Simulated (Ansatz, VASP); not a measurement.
## ZnS: VASP beside Ansatz

```
Zn S
1.0
     0.00000    2.66593    2.66593
     2.66593    0.00000    2.66593
     2.66593    2.66593    0.00000
Zn S
1 1
Direct
  0.25000 0.25000 0.25000
  0.00000 0.00000 0.00000
```

Alike in both runs: task single point; functional PBE; k mesh 10 × 10 × 10; occupations gaussian, width 0.02 eV; no spin polarisation.

```csv
,VASP,Ansatz
version,VASP 6.6.1,Ansatz 0.2.0
potentials or method,"VASP PAW PBE potentials, release 64 (Zn, S), cutoff 520 eV","scalar-relativistic, plane waves, PAW"
valence electrons in the cell,18,18
```

|  | VASP | Ansatz | Ansatz less VASP |
| --- | --- | --- | --- |
| gap on the k mesh at the Fermi level (eV) | 2.29 | 2.29 | -0.007 |
| least direct gap on the mesh (eV) | 2.29 | 2.29 | -0.007 |
| pressure (GPa) | 5.1 | 5.0 | -0.15 |

The functional is the same, so the differences come from potentials, cutoffs and numerics.
